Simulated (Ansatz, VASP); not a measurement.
# One calculation of PbS, two programs

The input INCAR:

```
SYSTEM = PbS
PREC     = Accurate       ! precision mode
ENCUT    = 500            ! plane-wave cutoff, eV
EDIFF    = 1E-7           ! SCF threshold, eV
ISMEAR   = 0              ! smearing method
SIGMA    = 0.01           ! smearing width, eV
LREAL    = .False.        ! projectors in reciprocal space
LASPH    = .True.         ! aspherical terms in the spheres
NELM     = 120            ! most SCF steps
ALGO     = Normal         ! electronic algorithm
ISIF     = 3              ! what is computed and relaxed
LWAVE    = .False.        ! write WAVECAR
LCHARG   = .False.        ! write CHGCAR
IBRION   = 2              ! ionic algorithm
NSW      = 80             ! ionic steps
EDIFFG   = -0.01          ! ionic threshold
GGA_COMPAT= .False.      
NELMIN   = 4
```

Contents of KPOINTS:

```
regular mesh
0
Gamma
  4 4 4
  0 0 0
```

File POSCAR:

```
PbS
1.0
    2.1126620000      1.2197460000      3.4519160000
   -2.1126620000      1.2197460000      3.4519160000
    0.0000000000     -2.4394920000      3.4519160000
Pb S
1 1
Direct
    0.9805660000      0.9805660000      0.9805660000
    0.4750360000      0.4750360000      0.4750360000
```

Input for Ansatz:

```yaml
crystal:
  lattice:
    - [2.112662, 1.219746, 3.451916]
    - [-2.112662, 1.219746, 3.451916]
    - [0.0, -2.439492, 3.451916]
  atoms:
    - { symbol: Pb, position: [0.980566, 0.980566, 0.980566] }
    - { symbol: S, position: [0.475036, 0.475036, 0.475036] }
basis:
  ecutwfc: 630.0
kpoints:
  mp_grid:
    grid: [4, 4, 4]
hamiltonian:
  xc: lda
  dispersion: none
scf:
  algorithm: direct_min
  mixing:
    algorithm: broyden
    beta: 0.3
  occupations:
    method: fixed
relax:
  max_steps: 60
  cell: {}
```

Alike in both runs: task relaxation of cell and atoms; functional LDA; k mesh 4 × 4 × 4; no spin polarisation.

|  | VASP | Ansatz |
| --- | --- | --- |
| version | VASP 6.6.1 | Ansatz 0.2.0 |
| potentials or method | VASP PAW LDA potentials, release 64 (Pb_d, S), cutoff 500 eV | plane waves, PAW |
| occupations | gaussian, width 0.01 eV | fixed |
| valence electrons in the cell | 20 | 20 |

|  | VASP | Ansatz | Ansatz less VASP |
| --- | --- | --- | --- |
| gap on the k mesh at the Fermi level, each at its own relaxed structure (eV) | 0.25 | 0.27 | +0.022 |
| relaxed volume (Å³/atom) | 24.95 | 24.96 | +0.003 |
| relaxed cell length with the largest relative difference (Å) | 4.133 | 4.134 | +0.0013 |

LDA's correlation is that of Perdew and Zunger in VASP and of Perdew and Wang (1992) in Ansatz.

The k mesh is coarse, so the values compare programs but aren't converged. Neither program's run includes spin-orbit coupling.
